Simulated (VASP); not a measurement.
Ta, 1 atom in the cell. It takes space group Im-3m (No. 229, cubic). The conventional cell has a = 3.253 Å, b = 3.253 Å, c = 3.253 Å, α = 90.00°, β = 90.00°, γ = 90.00°. Ta (site symmetry m-3m) has 14 Ta at 2.82 to 3.25 Å within 3.7 Å. 

* Program: VASP 6.6.1
* Task: single point
* Functional: LDA
* Potentials or basis: VASP PAW LDA potentials, release 64 (Ta_pv)
* Cutoff: 520 eV
* k mesh: 18 × 18 × 18
* Occupations: gaussian, width 0.1 eV
* Spin: no spin polarisation
* Dipole correction: no
* Further INCAR settings: ALGO = Normal; EDIFF = 1e-06; NBANDS = 12

Potentials or basis: VASP PAW LDA potentials, release 64 (Ta_pv).

Command:

```console
$ cat potpaw_LDA.64/Ta_pv/POTCAR > POTCAR
$ mpirun -np 1 vasp_std > vasp.out
```

Hardware: 1 thread of Intel(R) Xeon(R) Platinum 8488C (Sapphire Rapids) (shared host).

Estimate the wall time of this run.

It took 18 s on 1 thread of Intel(R) Xeon(R) Platinum 8488C (Sapphire Rapids) (shared host), peak memory 0.16 GiB. Counts: scf iterations 10, k points 195.
